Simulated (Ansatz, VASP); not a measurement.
**One calculation of TeO5, two programs**

```
Te O
1.0
     3.00970    0.00000    0.00000
     0.00000    3.00970    0.00000
     0.00000    0.00000   10.64561
Te O
1 5
Direct
  0.50000 0.50000 0.00000
  0.50000 0.50000 0.44271
  0.50000 0.50000 0.55729
  0.00000 0.00000 0.11398
  0.00000 0.00000 0.88602
  0.00000 0.00000 0.50000
```

Change from the starting cell: species swapped into the Hf5Pb type (P4/mmm, No. 123).

Alike in both runs: functional PBE; k mesh 6 × 6 × 2; occupations gaussian, width 0.1 eV; no spin polarisation.

Ansatz relaxed the structure, and its values are those at the end. VASP's run is a single point on that final structure, the one shown.

|  | VASP | Ansatz |
| --- | --- | --- |
| version | VASP 6.6.1 | Ansatz 0.2.0 |
| potentials or method | VASP PAW PBE potentials, release 64 (Te, O), cutoff 520 eV | scalar-relativistic, plane waves, PAW |
| valence electrons in the cell | 36 | 46 |

```tsv
	VASP	Ansatz	Ansatz less VASP
gap on the k mesh at the Fermi level (eV)	none	none	-
pressure (GPa)	0.5	0.1	-0.39
rms of the force components (eV/Å)	0.395	0.001	-0.3935
```

A gap of «none» marks a metal or a gap that the smearing closes. With one functional, cell and mesh, what is left measures potentials, basis and numerics. VASP's potentials hold 36 valence electrons a cell and Ansatz's 46, so a difference there can come from the potentials and not from the codes.

Spin-orbit coupling is off throughout. Noted on VASP's run: the standard files for N, O and F lose accuracy on very short bonds.
